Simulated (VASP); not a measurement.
# Si2Mo (I4/mmm) in VASP: further runs

Runs on Si2Mo. Level: PBE. Tasks: single point.

Program: VASP 6.6.1. These are calculated values, not measurements. Logs are shortened: lines on timing, memory, paths and dates and some standing lists are left out, and cuts for length are marked.

## 1. The cell of the first run

The structure is tetragonal, space group I4/mmm (No. 139). Conventional cell: a = 3.241 Å, b = 3.241 Å, c = 7.637 Å, α = 90.00°, β = 90.00°, γ = 90.00°. Si (site symmetry 4mm) has 9 Si at 2.52 to 3.24 Å and 5 Mo at 2.56 to 2.62 Å within 3.3 Å. Mo (site symmetry 4/mmm) has 10 Si at 2.56 to 2.62 Å and 4 Mo at 3.24 Å within 3.4 Å.

## 2. Single point, PBE (uniaxial strain along c: -3.0 %)

The input, INCAR:

```
SYSTEM = Si2Mo
  PREC = Accurate
  ENCUT = 520
  EDIFF = 1E-7
  ISMEAR = 0
  SIGMA = 0.1
  LREAL = .FALSE.
  LASPH = .TRUE.
  NELM = 100
  ALGO = Normal
  ISIF = 2
  LWAVE = .FALSE.
  LCHARG = .TRUE.
  GGA = PE
  LELF = .TRUE.
  LVHAR = .TRUE.
  NBANDS = 31
```

The input, KPOINTS:

```
Automatic mesh
0
G
  12 12 6
  0 0 0
```

The input, POSCAR:

```
Si2Mo
1.0
    3.2409737284      0.0000000000      0.0000000000
    0.0000000000      3.2409737284      0.0000000000
    0.0000000000      0.0000000000      7.6368293831
Si Mo
4 2
Direct
    0.0000000000      0.0000000000      0.3349418009
    0.5000000000      0.5000000000      0.1650581991
    0.5000000000      0.5000000000      0.8349418009
    0.0000000000      0.0000000000      0.6650581991
    0.0000000000      0.0000000000      0.0000000000
    0.5000000000      0.5000000000      0.5000000000
```

Potentials or basis: VASP PAW PBE potentials, release 64 (Si, Mo_sv).

Command:

```
> cat potpaw_PBE.64/Si/POTCAR potpaw_PBE.64/Mo_sv/POTCAR > POTCAR
> mpirun -np 1 vasp_std > vasp.out
```

OUTCAR:

```text
SYSTEM = Si2Mo
   PREC = Accurate
   ENCUT = 520
   EDIFF = 1E-7
   ISMEAR = 0
   LREAL = .FALSE.
   LASPH = .TRUE.
   NELM = 100
   ISIF = 2
   GGA = PE

 ion  position               nearest neighbor table
   1  0.000  0.000  0.335-   4 2.52   5 2.56   6 2.62   6 2.62   6 2.62   6 2.62   2 2.63   2 2.63
                             2 2.63   2 2.63
   2  0.500  0.500  0.165-   3 2.52   6 2.56   5 2.62   5 2.62   5 2.62   5 2.62   1 2.63   1 2.63
                             1 2.63   1 2.63
   3  0.500  0.500  0.835-   2 2.52   6 2.56   5 2.62   5 2.62   5 2.62   5 2.62   4 2.63   4 2.63
                             4 2.63   4 2.63
   4  0.000  0.000  0.665-   1 2.52   5 2.56   6 2.62   6 2.62   6 2.62   6 2.62   3 2.63   3 2.63
                             3 2.63   3 2.63
   5  0.000  0.000  0.000-   1 2.56   4 2.56   3 2.62   2 2.62   2 2.62   3 2.62   2 2.62   3 2.62
                             2 2.62   3 2.62
   6  0.500  0.500  0.500-   2 2.56   3 2.56   1 2.62   4 2.62   1 2.62   4 2.62   1 2.62   4 2.62
                             1 2.62   4 2.62

  LATTYP: Found a simple tetragonal cell.
 ALAT       =     3.2409737284
 C/A-ratio  =     2.3563379475

  Lattice vectors:

 A1 = (   3.2409737284,   0.0000000000,   0.0000000000)
 A2 = (   0.0000000000,   3.2409737284,   0.0000000000)
 A3 = (   0.0000000000,   0.0000000000,   7.6368293831)

Analysis of symmetry for initial positions (statically):
=====================================================================
 Subroutine PRICEL returns following result:

  LATTYP: Found a body centered tetragonal cell.
 ALAT       =     3.2409737284
 C/A-ratio  =     2.3563379475

  Lattice vectors:

 A1 = (   1.6204868642,  -1.6204868642,  -3.8184146915)
 A2 = (  -1.6204868642,   1.6204868642,  -3.8184146915)
 A3 = (   1.6204868642,   1.6204868642,   3.8184146915)

   2 primitive cells build up your supercell.

 Routine SETGRP: Setting up the symmetry group for a
 simple tetragonal supercell.

 Subroutine GETGRP returns: Found 16 space group operations
 (whereof 16 operations were pure point group operations)
 out of a pool of 16 trial point group operations.

The static configuration has the point symmetry D_4h.

Analysis of symmetry for dynamics (positions and initial velocities):
=====================================================================
 Subroutine PRICEL returns following result:

  LATTYP: Found a body centered tetragonal cell.
 ALAT       =     3.2409737284
 C/A-ratio  =     2.3563379475

  Lattice vectors:

 A1 = (   1.6204868642,  -1.6204868642,  -3.8184146915)
 A2 = (  -1.6204868642,   1.6204868642,  -3.8184146915)
 A3 = (   1.6204868642,   1.6204868642,   3.8184146915)

   2 primitive cells build up your supercell.

 Routine SETGRP: Setting up the symmetry group for a
 simple tetragonal supercell.

 Subroutine GETGRP returns: Found 16 space group operations
 (whereof 16 operations were pure point group operations)
 out of a pool of 16 trial point group operations.

The dynamic configuration has the point symmetry D_4h.

 Subroutine INISYM returns: Found 16 space group operations
 (whereof 16 operations are pure point group operations),
 and found     2 'primitive' translations

----------------------------------------------------------------------------------------

                                     Primitive cell

  volume of cell :      40.1083

  direct lattice vectors                    reciprocal lattice vectors
     1.620486864 -1.620486864 -3.818414692     0.308549246  0.000000000 -0.130944395
    -1.620486864  1.620486864 -3.818414692     0.000000000  0.308549246 -0.130944395
     1.620486864  1.620486864  3.818414692     0.308549246  0.308549246  0.000000000

  length of vectors
     4.453341005  4.453341005  4.453341005     0.335185130  0.335185130  0.436354528

  position of ions in fractional coordinates (direct lattice)
     0.665058199  0.665058199  0.000000000
     0.334941801  0.334941801  0.000000000
     0.000000000  0.000000000  0.000000000

  ion indices of the primitive-cell ions
   primitive index   ion index
                 1           1
                 2           4
                 3           5

----------------------------------------------------------------------------------------

 KPOINTS: Automatic mesh

Automatic generation of k-mesh.
 Grid dimensions read from file:
 generate k-points for:   12   12    6

 Generating k-lattice:

  Cartesian coordinates                     Fractional coordinates (reciprocal lattice)
     0.025712437  0.000000000  0.000000000     0.083333333  0.000000000  0.000000000
     0.000000000  0.025712437  0.000000000     0.000000000  0.083333333  0.000000000
     0.000000000  0.000000000  0.021824066     0.000000000  0.000000000  0.166666667

  Length of vectors
     0.025712437  0.025712437  0.021824066

  Shift w.r.t. Gamma in fractional coordinates (k-lattice)
     0.000000000  0.000000000  0.000000000

 Subroutine IBZKPT returns following result:
 ===========================================

 Found    112 irreducible k-points:

 Following reciprocal coordinates:
            Coordinates               Weight
  0.000000  0.000000  0.000000      1.000000
  0.083333  0.000000  0.000000      4.000000
  0.166667  0.000000  0.000000      4.000000
  0.250000  0.000000  0.000000      4.000000
  0.333333  0.000000  0.000000      4.000000
  0.416667  0.000000  0.000000      4.000000
[... 16 lines left out ...]
  0.333333  0.333333  0.000000      4.000000
  0.416667  0.333333  0.000000      8.000000
 [... further k-points ...]
   k-points           NKPTS =    112   k-points in BZ     NKDIM =    112   number of bands    NBANDS=     31
   number of dos      NEDOS =    301   number of ions     NIONS =      6
   total plane-waves  NPLWV =  34560
   dimension x,y,z NGX =    24 NGY =   24 NGZ =   60
   dimension x,y,z NGXF=    48 NGYF=   48 NGZF=  120
   ions per type =               4   2
   NGX,Y,Z   is equivalent  to a cutoff of  12.31, 12.31, 13.06 a.u.
   NGXF,Y,Z  is equivalent  to a cutoff of  24.62, 24.62, 26.12 a.u.
 SYSTEM =  Si2Mo
   PREC   = accura    normal or accurate (medium, high low for compatibility)
   ISTART =      0    job   : 0-new  1-cont  2-samecut
   ICHARG =      2    charge: 1-file 2-atom 10-const
   ISPIN  =      1    spin polarized calculation?
   LNONCOLLINEAR =      F non collinear calculations
   LSORBIT =      F    spin-orbit coupling
   LASPH  =      T    aspherical Exc in radial PAW
   ENCUT  =  520.0 eV  38.22 Ry    6.18 a.u.   6.03  6.03 14.20*2*pi/ulx,y,z
   NELM   =    100;   NELMIN=  2; NELMDL= -5     # of ELM steps
   EDIFF  = 0.1E-06   stopping-criterion for ELM
   LREAL  =      F    real-space projection
   EDIFFG = 0.1E-05   stopping-criterion for IOM
   NSW    =      0    number of steps for IOM
   IBRION =     -1    ionic relax: 0-MD 1-quasi-New 2-CG
   NFREE  =      0    steps in history (QN), initial steepest desc. (CG)
   ISIF   =      2    stress and relaxation
   ISYM   =      2    0-nonsym 1-usesym 2-fastsym
   POTIM  = 0.5000    time-step for ionic-motion
   TEBEG  =    0.0;   TEEND  =   0.0 temperature during run
   PSTRESS=    0.0 pullay stress
   NELECT =      44.0000    total number of electrons
   NUPDOWN=      -1.0000    fix difference up-down
   EMIN   =  10.00;   EMAX   =-10.00  energy-range for DOS
   EFERMI =   0.00;   METHOD = LEGACY
   ISMEAR =     0;   SIGMA  =   0.10  broadening in eV -4-tet -1-fermi 0-gaus
   EFERMI_NEDOS =   21; number of points for ismear=-14 and -15
   IALGO  =     38    algorithm
   IMIX   =      4    mixing-type and parameters
     AMIX     =   0.40;   BMIX     =  1.00
     AMIX_MAG =   1.60;   BMIX_MAG =  1.00
  volume/ion in A,a.u.               =      13.37        90.22
  Fermi-wavevector in a.u.,A,eV,Ry     =   1.340101  2.532425 24.434322  1.795872
  Thomas-Fermi vector in A             =   2.468441
   LORBIT       =      0    0 simple, 1 ext, 2 COOP (PROOUT), +10 PAW based schemes
   GGA     = PE    functional components
   LHFCALC =     F    Hartree Fock is set to
   AEXX    =    0.0000 exact exchange contribution
   IVDW    =     0    specifies the selected vdW correction
   LEPSILON=     F    determine dielectric tensor
   LRPA    =     F    only Hartree local field effects (RPA)
 non-spin polarized calculation
 Gauss-broadening in eV      SIGMA  =   0.10
  energy-cutoff  :      520.00
  volume of cell :       80.22
 maximum number of plane-waves:      2192
   NGX = 13   NGY = 13   NGZ = 29

 number of electron      44.0000004 magnetization

 Free energy of the ion-electron system (eV)
  ---------------------------------------------------
  ext. energy  EPLUGINS =         0.00000000
  ---------------------------------------------------
  free energy    TOTEN  =       -46.40650835 eV

  energy without entropy =      -46.40386225  energy(sigma->0) =      -46.40518530

 E-fermi :  12.1656     XC(G=0): -12.4373

 val. band max:       12.1598755797   @ k =   0.0833   0.0000   0.5000
 cond. band min:      12.3578909931   @ k =   0.0000   0.0000   0.1667
 fundamental gap:      0.1980154134
 Fermi energy:        12.1655728733

 k-point     1 :       0.0000    0.0000    0.0000
  band No.  band energies     occupation
      1     -48.4274      2.00000
      2     -48.4267      2.00000
      3     -22.5898      2.00000
      4     -22.5606      2.00000
      5     -22.5337      2.00000
      6     -22.5337      2.00000
[... 23 lines left out ...]
     30      17.6091      0.00000
     31      17.6310      0.00000

 k-point     2 :       0.0833    0.0000    0.0000
  band No.  band energies     occupation
      1     -48.4264      2.00000
      2     -48.4256      2.00000
      3     -22.5875      2.00000
      4     -22.5592      2.00000
      5     -22.5491      2.00000
      6     -22.5469      2.00000
[... 23 lines left out ...]
     30      17.5426      0.00000
     31      17.8653      0.00000

 k-point     3 :       0.1667    0.0000    0.0000
  band No.  band energies     occupation
      1     -48.4235      2.00000
      2     -48.4228      2.00000
      3     -22.5911      2.00000
      4     -22.5892      2.00000
      5     -22.5808      2.00000
      6     -22.5556      2.00000
[... 23 lines left out ...]
     30      17.2194      0.00000
     31      17.4197      0.00000

 k-point     4 :       0.2500    0.0000    0.0000
  band No.  band energies     occupation
      1     -48.4195      2.00000
      2     -48.4190      2.00000
      3     -22.6479      2.00000
      4     -22.6465      2.00000
      5     -22.5715      2.00000
      6     -22.5509      2.00000
[... 23 lines left out ...]
     30      17.4006      0.00000
     31      18.3409      0.00000

 k-point     5 :       0.3333    0.0000    0.0000
  band No.  band energies     occupation
      1     -48.4155      2.00000
      2     -48.4152      2.00000
      3     -22.7042      2.00000
      4     -22.7033      2.00000
      5     -22.5614      2.00000
      6     -22.5469      2.00000
[... 23 lines left out ...]
     30      17.3990      0.00000
     31      17.8665      0.00000
[... 542 lines left out ...]
     30      16.9187      0.00000
     31      17.2072      0.00000

 k-point    22 :       0.5000    0.2500    0.0000
  band No.  band energies     occupation
      1     -48.4039      2.00000
      2     -48.4039      2.00000
      3     -22.7419      2.00000
      4     -22.7419      2.00000
      5     -22.6179      2.00000
      6     -22.6179      2.00000
[... 23 lines left out ...]
     30      16.5963      0.00000
     31      18.1240      0.00000

 k-point    23 :       0.3333    0.3333    0.0000
  band No.  band energies     occupation
      1     -48.4041      2.00000
      2     -48.4039      2.00000
      3     -22.6837      2.00000
      4     -22.6805      2.00000
      5     -22.6786      2.00000
      6     -22.6745      2.00000
[... 23 lines left out ...]
     30      16.2132      0.00000
     31      17.5665      0.00000

 k-point    24 :       0.4167    0.3333    0.0000
  band No.  band energies     occupation
      1     -48.4012      2.00000
      2     -48.4011      2.00000
      3     -22.7188      2.00000
      4     -22.7187      2.00000
      5     -22.6735      2.00000
      6     -22.6729      2.00000
[... 23 lines left out ...]
     30      16.6863      0.00000
     31      17.5413      0.00000

 [... further k-points ...]

------------------------ aborting loop because EDIFF is reached ----------------------------------------

  FORCE on cell =-STRESS in cart. coord.  units (eV):
  Direction    XX          YY          ZZ          XY          YZ          ZX
  --------------------------------------------------------------------------------------
  -------------------------------------------------------------------------------------
  Total       -0.4228769     -0.4228769      7.6826711      0.0000000      0.0000000      0.0000000
  in kB       -8.4461828     -8.4461828    153.4471112      0.0000000      0.0000000      0.0000000
  external PRESSURE =      45.5182485 kB  Pullay stress =       0.0000000 kB

 VOLUME and BASIS-vectors are now :
 -----------------------------------------------------------------------------
  energy-cutoff  :      520.00
  volume of cell :       80.22
      direct lattice vectors                 reciprocal lattice vectors
     3.240973728  0.000000000  0.000000000     0.308549246  0.000000000  0.000000000
     0.000000000  3.240973728  0.000000000     0.000000000  0.308549246  0.000000000
     0.000000000  0.000000000  7.636829383     0.000000000  0.000000000  0.130944395

 POSITION                                       TOTAL-FORCE (eV/Angst)
 -----------------------------------------------------------------------------------
      0.00000      0.00000      2.55789         0.000000     -0.000000     -0.026444
      1.62049      1.62049      1.26052        -0.000000     -0.000000      0.026444
      1.62049      1.62049      6.37631        -0.000000     -0.000000     -0.026444
      0.00000      0.00000      5.07894        -0.000000     -0.000000      0.026444
      0.00000      0.00000      0.00000        -0.000000     -0.000000      0.000000
      1.62049      1.62049      3.81841         0.000000      0.000000      0.000000
 -----------------------------------------------------------------------------------
    total drift:                                0.000000      0.000000     -0.000000

  FREE ENERGIE OF THE ION-ELECTRON SYSTEM (eV)
  ---------------------------------------------------
  free  energy   TOTEN  =       -46.4065083547 eV

  energy  without entropy=      -46.4038622520  energy(sigma->0) =      -46.40518530
```

It took 88 s on 1 thread of Intel Xeon 6975P-C (Granite Rapids), shared host; peak memory 0.33 GiB.

What came out:

* Free energy: -46.4065 eV
* Pressure: 4.6 GPa
* Largest force: 0.026 eV/Å
* Band gap on the k mesh: zero (bands 22 and 23 overlap by 0.86 eV)

Forces on the atoms (eV/Å):
```
Si   0.000  0.000 -0.026
Si   0.000  0.000  0.026
Si   0.000  0.000 -0.026
Si   0.000  0.000  0.026
Mo   0.000  0.000  0.000
Mo   0.000  0.000  0.000
```

Caveat: the cell differs from its parent crystal (uniaxial strain along c: -3.0 %); the cell stands under pressure.

(Part 1 of 2 ends here.)
